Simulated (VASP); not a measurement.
TaN:

```
Ta N
1.0
     0.00000    2.17384    2.17384
     2.17384    0.00000    2.17384
     2.17384    2.17384    0.00000
Ta N
1 1
Direct
  0.49891 0.50109 0.50109
  0.01403 0.98597 0.98597
```

This cell differs from its parent crystal: mode 4 frozen in at -0.061 Å and mode 6 at +0.000 Å (largest displacements).

Base run:

* Program: VASP 6.6.1
* Functional: LDA
* Potentials or basis: VASP PAW LDA potentials, release 64 (Ta_sv_GW, N)
* Cutoff: 600 eV
* k mesh: 18 × 18 × 18
* Occupations: gaussian, width 0.15 eV
* Spin: no spin polarisation

Its results: band gap on the k mesh zero (band 9 reaches 15.99 eV, above the bottom of band 10 at 11.95 eV); pressure 2.2 GPa; largest force 0.599 eV/Å.

The run is repeated on the same cell with these changes: potentials or basis from VASP PAW LDA potentials, release 64 (Ta_sv_GW, N) to VASP PAW LDA potentials, release 64 (Ta_pv, N); cutoff from 600 eV to 520 eV; further incar settings from ALGO = Normal; EDIFF = 1e-06; NBANDS = 16 to ALGO = Normal; EDIFF = 1e-06; NBANDS = 15; valence electrons from 18 to 16. What comes out?

Band gap on the k mesh zero (band 8 reaches 11.76 eV, above the bottom of band 9 at 7.72 eV); pressure 3.0 GPa; largest force 0.599 eV/Å.

Caveats: spin-orbit coupling is left out, which moves the levels of the heavy elements.
